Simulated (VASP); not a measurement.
# W (Im-3m) in VASP: notebook, part 2 of 2

VASP 6.6.1. Earlier steps stand in the parts before.

## (4) Electric field gradients, PBE (volume scaled by 1.025)

Input file INCAR:

```
ALGO = Normal
EDIFF = 1E-8
ENCUT = 520
GGA = PE
ISIF = 2
ISMEAR = -1
LASPH = T
LCHARG = F
LEFG = T
LREAL = F
LWAVE = F
NBANDS = 13
NELM = 60
PREC = Accurate
SIGMA = 0.03
```

Input file KPOINTS:

```
k-points
0
Gamma
  14 14 14
```

Input file POSCAR:

```
W
1.0
   -1.6105014251      1.6105014251      1.6105014251
    1.6105014251     -1.6105014251      1.6105014251
    1.6105014251      1.6105014251     -1.6105014251
W
1
Direct
    0.0000000000      0.0000000000      0.0000000000
```

Potentials or basis: VASP PAW PBE potentials, release 64 (W_sv).

Started as:

```console
$ cat potpaw_PBE.64/W_sv/POTCAR > POTCAR
$ mpirun -np 1 vasp_std > vasp.out
```

OUTCAR:

```text
EDIFF = 1E-8
   ENCUT = 520
   GGA = PE
   ISIF = 2
   ISMEAR = -1
   LASPH = T
   LREAL = F
   NELM = 60
   PREC = Accurate

 ion  position               nearest neighbor table
   1  0.000  0.000  0.000-

  LATTYP: Found a body centered cubic cell.
 ALAT       =     3.2210028502

  Lattice vectors:

 A1 = (  -1.6105014251,   1.6105014251,   1.6105014251)
 A2 = (   1.6105014251,  -1.6105014251,   1.6105014251)
 A3 = (   1.6105014251,   1.6105014251,  -1.6105014251)

Analysis of symmetry for initial positions (statically):
=====================================================================
 Subroutine PRICEL returns:
 Original cell was already a primitive cell.

[... 567 lines left out ...]
  in kB      -91.3482593    -91.3482593    -91.3482593     -0.0000000     -0.0000000      0.0000000
  external PRESSURE =     -91.3482593 kB  Pullay stress =       0.0000000 kB

 VOLUME and BASIS-vectors are now :
 -----------------------------------------------------------------------------
  energy-cutoff  :      520.00
  volume of cell :       16.71
      direct lattice vectors                 reciprocal lattice vectors
    -1.610501425  1.610501425  1.610501425     0.000000000  0.310462315  0.310462315
     1.610501425 -1.610501425  1.610501425     0.310462315  0.000000000  0.310462315
     1.610501425  1.610501425 -1.610501425     0.310462315  0.310462315  0.000000000

 POSITION                                       TOTAL-FORCE (eV/Angst)
 -----------------------------------------------------------------------------------
      0.00000      0.00000      0.00000        -0.000000      0.000000     -0.000000
 -----------------------------------------------------------------------------------
    total drift:                                0.000000      0.000000     -0.000000

  FREE ENERGIE OF THE ION-ELECTRON SYSTEM (eV)
  ---------------------------------------------------
  free  energy   TOTEN  =       -12.9332440366 eV

  energy  without entropy=      -12.9314182819  energy(sigma->0) =      -12.93233116

 Electric field gradients (V/A^2)
---------------------------------------------------------------------
 ion       V_xx      V_yy      V_zz      V_xy      V_xz      V_yz
---------------------------------------------------------------------
   1      -0.000    -0.000    -0.000    -0.000    -0.000    -0.000
---------------------------------------------------------------------

 Electric field gradients after diagonalization (V/A^2)
 (convention: |V_zz| > |V_xx| > |V_yy|)
----------------------------------------------------------------------
 ion       V_xx      V_yy      V_zz     asymmetry (V_yy - V_xx)/ V_zz
----------------------------------------------------------------------
   1       0.000     0.000    -0.001       0.000
----------------------------------------------------------------------

           NMR quadrupolar parameters

 Cq : quadrupolar parameter    Cq=e*Q*V_zz/h
 eta: asymmetry parameters     (V_yy - V_xx)/ V_zz
 Q  : nuclear electric quadrupole moment in mb (millibarn)
----------------------------------------------------------------------
 ion       Cq(MHz)       eta       Q (mb)
----------------------------------------------------------------------
   1      -0.000       0.000       1.000
----------------------------------------------------------------------
```

stdout:

```text
POSCAR found type information on POSCAR W
 POSCAR found :  1 types and       1 ions
 scaLAPACK will be used
 LDA part: xc-table for (Slater+PW92), standard interpolation
 POSCAR, INCAR and KPOINTS ok, starting setup
 FFT: planning ... GRIDC
 FFT: planning ... GRID_SOFT
 FFT: planning ... GRID
 WAVECAR not read
 entering main loop
ion   1
```

Wall time 14 s (1 thread of Intel Xeon Platinum 8488C (Sapphire Rapids), shared host); peak memory 0.15 GiB.

Results:

```yaml
Free_energy: -12.9332 eV
Pressure: -9.1 GPa
Band_gap_on_the_k_mesh: zero (band 7 reaches 15.48 eV, above the bottom of band 8 at 9.54 eV)
```

Caveat: without QUAD_EFG the Cq values of the log hold for a quadrupole moment of 1 mb, not for the nuclei; spin-orbit coupling is left out, which moves the levels of the heavy elements.

## (5) Electric field gradients, PBE (volume scaled by 1.05)

Input file INCAR:

```
PREC = Accurate
ENCUT = 520
EDIFF = 1E-8
ISMEAR = -1
SIGMA = 0.03
LREAL = F
LASPH = T
NELM = 80
ALGO = Normal
ISIF = 2
LWAVE = F
LCHARG = F
GGA = PE
LEFG = T
NBANDS = 13
```

Input file KPOINTS:

```
regular mesh
0
Gamma
  14 14 14
```

Input file POSCAR:

```
W
1.0
   -1.6234899007      1.6234899007      1.6234899007
    1.6234899007     -1.6234899007      1.6234899007
    1.6234899007      1.6234899007     -1.6234899007
W
1
Direct
    0.0000000000      0.0000000000      0.0000000000
```

Potentials or basis: VASP PAW PBE potentials, release 64 (W_sv).

Started as:

```console
$ cat potpaw_PBE.64/W_sv/POTCAR > POTCAR
$ mpirun -np 1 vasp_std > vasp.out
```

OUTCAR:

```text
PREC = Accurate
   ENCUT = 520
   EDIFF = 1E-8
   ISMEAR = -1
   LREAL = F
   LASPH = T
   NELM = 80
   ISIF = 2
   GGA = PE

 ion  position               nearest neighbor table
   1  0.000  0.000  0.000-

  LATTYP: Found a body centered cubic cell.
 ALAT       =     3.2469798014

  Lattice vectors:

 A1 = (  -1.6234899007,   1.6234899007,   1.6234899007)
 A2 = (   1.6234899007,  -1.6234899007,   1.6234899007)
 A3 = (   1.6234899007,   1.6234899007,  -1.6234899007)

Analysis of symmetry for initial positions (statically):
=====================================================================
 Subroutine PRICEL returns:
 Original cell was already a primitive cell.

 Routine SETGRP: Setting up the symmetry group for a
 body centered cubic supercell.
[... 565 lines left out ...]
  in kB     -152.5638745   -152.5638745   -152.5638745     -0.0000000     -0.0000000      0.0000000
  external PRESSURE =    -152.5638745 kB  Pullay stress =       0.0000000 kB

 VOLUME and BASIS-vectors are now :
 -----------------------------------------------------------------------------
  energy-cutoff  :      520.00
  volume of cell :       17.12
      direct lattice vectors                 reciprocal lattice vectors
    -1.623489901  1.623489901  1.623489901     0.000000000  0.307978510  0.307978510
     1.623489901 -1.623489901  1.623489901     0.307978510  0.000000000  0.307978510
     1.623489901  1.623489901 -1.623489901     0.307978510  0.307978510  0.000000000

 POSITION                                       TOTAL-FORCE (eV/Angst)
 -----------------------------------------------------------------------------------
      0.00000      0.00000      0.00000        -0.000000     -0.000000      0.000000
 -----------------------------------------------------------------------------------
    total drift:                                0.000000      0.000000      0.000000

  FREE ENERGIE OF THE ION-ELECTRON SYSTEM (eV)
  ---------------------------------------------------
  free  energy   TOTEN  =       -12.9022690046 eV

  energy  without entropy=      -12.9004922029  energy(sigma->0) =      -12.90138060

 Electric field gradients (V/A^2)
---------------------------------------------------------------------
 ion       V_xx      V_yy      V_zz      V_xy      V_xz      V_yz
---------------------------------------------------------------------
   1      -0.000    -0.000    -0.000    -0.000    -0.000    -0.000
---------------------------------------------------------------------

 Electric field gradients after diagonalization (V/A^2)
 (convention: |V_zz| > |V_xx| > |V_yy|)
----------------------------------------------------------------------
 ion       V_xx      V_yy      V_zz     asymmetry (V_yy - V_xx)/ V_zz
----------------------------------------------------------------------
   1       0.000     0.000    -0.001       0.000
----------------------------------------------------------------------

           NMR quadrupolar parameters

 Cq : quadrupolar parameter    Cq=e*Q*V_zz/h
 eta: asymmetry parameters     (V_yy - V_xx)/ V_zz
 Q  : nuclear electric quadrupole moment in mb (millibarn)
----------------------------------------------------------------------
 ion       Cq(MHz)       eta       Q (mb)
----------------------------------------------------------------------
   1      -0.000       0.000       1.000
----------------------------------------------------------------------
```

OSZICAR:

```text
N       E                     dE             d eps       ncg     rms          rms(c)
DAV:   1     0.845107985930E+02    0.84511E+02   -0.74616E+03  2717   0.120E+03
DAV:   2    -0.119345336186E+02   -0.96445E+02   -0.92707E+02  3084   0.316E+02
DAV:   3    -0.135821275766E+02   -0.16476E+01   -0.16429E+01  2934   0.398E+01
DAV:   4    -0.135894840929E+02   -0.73565E-02   -0.73564E-02  3019   0.294E+00
DAV:   5    -0.135895530453E+02   -0.68952E-04   -0.68953E-04  2964   0.268E-01    0.181E+01
DAV:   6    -0.130411809840E+02    0.54837E+00   -0.49223E-01  2789   0.913E+00    0.672E+00
DAV:   7    -0.129066879691E+02    0.13449E+00   -0.23769E-01  2954   0.600E+00    0.836E-01
DAV:   8    -0.129022713374E+02    0.44166E-02   -0.42618E-03  2769   0.806E-01    0.961E-02
DAV:   9    -0.129022736285E+02   -0.22912E-05   -0.96590E-05  3042   0.116E-01    0.520E-02
DAV:  10    -0.129022684057E+02    0.52229E-05   -0.12470E-05  2864   0.477E-02    0.124E-02
DAV:  11    -0.129022692219E+02   -0.81625E-06   -0.29453E-07  2884   0.587E-03    0.620E-04
DAV:  12    -0.129022690094E+02    0.21248E-06   -0.78374E-09  2115   0.102E-03    0.186E-04
DAV:  13    -0.129022690046E+02    0.48701E-08   -0.44330E-10  1467   0.287E-04
   1 F= -.12902269E+02 E0= -.12901381E+02  d E =-.177680E-02
```

Run time: 12 s. Hardware: 1 thread of Intel Xeon Platinum 8488C (Sapphire Rapids), shared host; peak memory 0.15 GiB.

Results:

* Free energy: -12.9023 eV
* Pressure: -15.3 GPa
* Band gap on the k mesh: zero (band 7 reaches 14.98 eV, above the bottom of band 8 at 9.25 eV)

Levels at points of the mesh, in eV from the Fermi level:
| k point | band 5 | band 6 | band 7 | band 8 | band 9 | band 10 |
| --- | --- | --- | --- | --- | --- | --- |
| (0.00, 0.00, 0.00) | -9.28 | -1.19 | -1.19 | -1.19 | 2.00 | 2.00 |
| (0.50, 0.00, 0.00) | -5.87 | -3.30 | 0.37 | 1.85 | 2.73 | 5.40 |
| (0.50, 0.50, 0.50) | -5.32 | -5.32 | 4.54 | 4.54 | 4.54 | 7.58 |

Caveat: without QUAD_EFG the Cq values of the log hold for a quadrupole moment of 1 mb, not for the nuclei; spin-orbit coupling is left out, which moves the levels of the heavy elements.

## (6) Electric field gradients, LDA

Changes to INCAR since step 5:

```diff
@@ -12,3 +12,3 @@
 LCHARG = F
-GGA = PE
+GGA = CA
 LEFG = T
```

KPOINTS is that of step 5.

Input file POSCAR:

```
W
1.0
   -1.5973000000      1.5973000000      1.5973000000
    1.5973000000     -1.5973000000      1.5973000000
    1.5973000000      1.5973000000     -1.5973000000
W
1
Direct
    0.0000000000      0.0000000000      0.0000000000
```

Potentials or basis: VASP PAW LDA potentials, release 64 (W_sv).

Started as:

```console
$ cat potpaw_LDA.64/W_sv/POTCAR > POTCAR
$ mpirun -np 1 vasp_std > vasp.out
```

OUTCAR:

```text
PREC = Accurate
   ENCUT = 520
   EDIFF = 1E-8
   ISMEAR = -1
   LREAL = F
   LASPH = T
   NELM = 80
   ISIF = 2
   GGA = CA

 ion  position               nearest neighbor table
   1  0.000  0.000  0.000-

  LATTYP: Found a body centered cubic cell.
 ALAT       =     3.1946000000

  Lattice vectors:

 A1 = (  -1.5973000000,   1.5973000000,   1.5973000000)
 A2 = (   1.5973000000,  -1.5973000000,   1.5973000000)
[... 590 lines left out ...]
    total drift:                               -0.000000      0.000000      0.000000

  FREE ENERGIE OF THE ION-ELECTRON SYSTEM (eV)
  ---------------------------------------------------
  free  energy   TOTEN  =       -14.0574652172 eV

  energy  without entropy=      -14.0542559183  energy(sigma->0) =      -14.05586057

 Electric field gradients (V/A^2)
---------------------------------------------------------------------
 ion       V_xx      V_yy      V_zz      V_xy      V_xz      V_yz
---------------------------------------------------------------------
   1      -0.000    -0.000    -0.000    -0.000    -0.000    -0.000
---------------------------------------------------------------------

 Electric field gradients after diagonalization (V/A^2)
 (convention: |V_zz| > |V_xx| > |V_yy|)
----------------------------------------------------------------------
 ion       V_xx      V_yy      V_zz     asymmetry (V_yy - V_xx)/ V_zz
----------------------------------------------------------------------
   1       0.000     0.000    -0.001       0.000
----------------------------------------------------------------------

           NMR quadrupolar parameters

 Cq : quadrupolar parameter    Cq=e*Q*V_zz/h
 eta: asymmetry parameters     (V_yy - V_xx)/ V_zz
 Q  : nuclear electric quadrupole moment in mb (millibarn)
----------------------------------------------------------------------
 ion       Cq(MHz)       eta       Q (mb)
----------------------------------------------------------------------
   1      -0.000       0.000       1.000
----------------------------------------------------------------------
```

Wall time 11 s (1 thread of Intel Xeon 6975P-C, shared host); peak memory 0.14 GiB.

What came out:

```
Free energy            : -14.0575 eV
Pressure               : -14.9 GPa
Band gap on the k mesh : zero (band 7 reaches 15.85 eV, above the bottom of band 8 at 9.69 eV)
```

Levels at points of the mesh, in eV from the Fermi level:
```
           k point  band 3  band 4  band 5  band 6  band 7  band 8  band 9  band 10  band 11  band 12
(0.00, 0.00, 0.00)  -37.75  -37.75   -9.50   -1.33   -1.33   -1.33    2.01     2.01    14.41    14.41
(0.50, 0.00, 0.00)  -38.14  -37.75   -6.18   -3.56    0.64    1.89    2.82     5.77    10.52    11.39
(0.50, 0.50, 0.50)  -38.59  -38.59   -5.74   -5.74    4.83    4.83    4.83     8.02     8.02     8.02
```

Caveat: without QUAD_EFG the Cq values of the log hold for a quadrupole moment of 1 mb, not for the nuclei; spin-orbit coupling is left out, which moves the levels of the heavy elements.

## (7) Overview

| level | potentials or basis | cell | gap on the mesh (eV) | pressure (GPa) |
| --- | --- | --- | --- | --- |
| PBE | VASP PAW PBE potentials, release 64 (W_sv) | a = 2.767 Å, angles 109.5°, 1 atom | none | -2.1 |
| PBE | VASP PAW PBE potentials, release 64 (W_sv) | a = 2.789 Å, angles 109.5°, 1 atom | none | -9.1 |
| PBE | VASP PAW PBE potentials, release 64 (W_sv) | a = 2.812 Å, angles 109.5°, 1 atom | none | -15.3 |
| LDA | VASP PAW LDA potentials, release 64 (W_sv) | a = 2.767 Å, angles 109.5°, 1 atom | none | -14.9 |

Alike in all rows: task electric field gradients; no spin polarisation; k mesh 14 × 14 × 14; cutoff (eV) 520; smearing fermi-dirac 0.03 eV.

Caveats: spin-orbit coupling is left out, which moves the levels of the heavy elements.

Absolute energies hang on the potentials; compare differences alone.
